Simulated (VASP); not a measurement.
A run of VASP 6.6.1 is set up as follows.

The input POSCAR:

```
LiCl
1.0
    0.0000000000      2.5817557268      2.5817557268
    2.5817557268      0.0000000000      2.5817557268
    2.5817557268      2.5817557268      0.0000000000
Cl Li
1 1
Direct
    0.5000000000      0.5000000000      0.5000000000
    0.0000000000      0.0000000000      0.0000000000
```

The input INCAR.step1:

```
SYSTEM = LiCl
PREC     = Accurate       ! precision mode
ENCUT    = 520            ! plane-wave cutoff, eV
ISMEAR   = -1             ! smearing method
SIGMA    = 0.05           ! smearing width, eV
LREAL    = .False.        ! projectors in reciprocal space
LASPH    = .True.         ! aspherical terms in the spheres
NELM     = 80             ! most SCF steps
NBANDS   = 12             ! bands
GGA      = PE             ! functional
ALGO     = Normal         ! electronic algorithm
EDIFF    = 1E-4           ! SCF threshold, eV
LWAVE    = .True.         ! write WAVECAR
LCHARG   = .False.        ! write CHGCAR
```

INCAR.step2

```
SYSTEM = LiCl
PREC     = Accurate       ! precision mode
ENCUT    = 520            ! plane-wave cutoff, eV
EDIFF    = 1E-6           ! SCF threshold, eV
ISMEAR   = -1             ! smearing method
SIGMA    = 0.05           ! smearing width, eV
LREAL    = .False.        ! projectors in reciprocal space
LASPH    = .True.         ! aspherical terms in the spheres
NELM     = 80             ! most SCF steps
ALGO     = Normal         ! electronic algorithm
ISIF     = 2              ! what is computed and relaxed
LWAVE    = .False.        ! write WAVECAR
LCHARG   = .True.         ! write CHGCAR
METAGGA  = R2SCAN         ! meta-GGA
LMIXTAU  = .True.       
LELF     = .True.         ! ELF
LVHAR    = .True.       
NBANDS   = 12             ! bands
ISTART   = 1
```

File KPOINTS:

```
regular mesh
0
Gamma
  9 9 9
  0 0 0
```

Potentials or basis: VASP PAW PBE potentials, release 64 (Cl, Li_sv).

Command:

```sh
$ cat potpaw_PBE.64/Cl/POTCAR potpaw_PBE.64/Li_sv/POTCAR > POTCAR
$ cp INCAR.step1 INCAR
$ mpirun -np 1 vasp_std > vasp.out
$ cp INCAR.step2 INCAR
$ mpirun -np 1 vasp_std > vasp.out
```

(1) Predict the band gap on the k mesh.

Results:

(1) 7.17 eV, direct.
